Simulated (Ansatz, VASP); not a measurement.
**PtS2: VASP beside Ansatz**

```
CELL_PARAMETERS angstrom
3.56308 0.00000 0.00000
-1.78154 3.08572 0.00000
0.00000 0.00000 4.51922
ATOMIC_POSITIONS crystal
Pt 0.00000 0.00000 0.00000
S 0.33333 0.66667 0.26270
S 0.66667 0.33333 0.73730
```

Alike in both runs: functional LDA; k mesh 10 × 10 × 6; occupations fermi-dirac, width 0.1 eV; no spin polarisation.

Ansatz relaxed the structure, and its values are those at the end. VASP's run is a single point on that final structure, the one shown.

```csv
,VASP,Ansatz
version,VASP 6.6.1,Ansatz 0.2.0
potentials or method,"VASP PAW LDA potentials, release 64 (Pt, S)","PAW with Ansatz's default frozen-core files, scalar-relativistic"
plane-wave cutoff (eV),520,420
valence electrons in the cell,22,30
```

|  | VASP | Ansatz | Ansatz less VASP |
| --- | --- | --- | --- |
| pressure (GPa) | 0.0 | 0.0 | 0.00 |

LDA's correlation is that of Perdew and Zunger in VASP and of Perdew and Wang (1992) in Ansatz. VASP's potentials hold 22 valence electrons a cell and Ansatz's 30, so a difference there can come from the potentials and not from the codes.

Neither program's run includes spin-orbit coupling.
